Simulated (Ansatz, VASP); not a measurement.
One calculation of CdSe, two programs

File POSCAR:

```
CdSe
1.0
    0.0000000000      3.0677809644      3.0677809644
    3.1545991657      0.0000000000      3.0677809644
    3.1545991657      3.0677809644      0.0000000000
Cd Se
1 1
Direct
    0.0000000000      0.0000000000      0.0000000000
    0.2500000000      0.2500000000      0.2500000000
```

The input INCAR.step1:

```
ALGO = Normal
EDIFF = 1E-4
ENCUT = 520
GGA = PE
ISMEAR = 0
LASPH = True
LCHARG = False
LREAL = False
LWAVE = True
NBANDS = 16
NELM = 100
PREC = Accurate
SIGMA = 0.01
```

Contents of INCAR.step2:

```
ALGO = Normal
EDIFF = 1E-6
ENCUT = 520
ISIF = 2
ISMEAR = 0
ISTART = 1
LASPH = True
LCHARG = True
LELF = True
LMIXTAU = True
LREAL = False
LVHAR = True
LWAVE = False
METAGGA = R2SCAN
NBANDS = 16
NELM = 100
PREC = Accurate
SIGMA = 0.01
```

The input KPOINTS:

```
k-points
0
Gamma
  8 8 8
```

Input for Ansatz:

```yaml
crystal:
  lattice:
    - [0.0, 3.0677809644, 3.0677809644]
    - [3.1545991657, 0.0, 3.0677809644]
    - [3.1545991657, 3.0677809644, 0.0]
  atoms:
    - { symbol: Cd, position: [0.0, 0.0, 0.0] }
    - { symbol: Se, position: [0.25, 0.25, 0.25] }
kpoints:
  mp_grid: { grid: [8, 8, 8] }
  band_path:
    path:
      - [0.0, 0.0, 0.0]
      - [-0.5, -0.5, 0.0]
      - [-0.375, -0.375, 0.25]
      - [-0.375, 0.0, 0.375]
      - [0.0, 0.0, 0.5]
      - [-0.5, -0.25, 0.25]
    npoints: 1
hamiltonian:
  xc: r2scan
scf:
  occupations: { method: fixed }
  n_extra_bands: 4
output:
  forces: true
  stress: true
  eigenvalues: true
```

Change from the starting cell: uniaxial_x strain +2.8%.

Alike in both runs: task single point; functional r2SCAN; k mesh 8 × 8 × 8; no spin polarisation.

|  | VASP | Ansatz |
| --- | --- | --- |
| version | VASP 6.6.1 | Ansatz 0.2.0 |
| potentials or method | VASP PAW PBE potentials, release 64 (Cd, Se) | plane waves, PAW |
| plane-wave cutoff (eV) | 520 | 500 |
| occupations | gaussian, width 0.01 eV | fixed |
| valence electrons in the cell | 18 | 36 |

```csv
,VASP,Ansatz,Ansatz less VASP
gap on the k mesh at the Fermi level (eV),0.93,0.94,+0.010
pressure (GPa),-1.2,-1.4,-0.21
"traceless stress, the component that is largest in VASP (GPa)",-0.36,-0.37,-0.004
```

VASP's potentials were made for PBE, not for r2SCAN. VASP's potentials hold 18 valence electrons a cell and Ansatz's 36, so a difference there can come from the potentials and not from the codes.
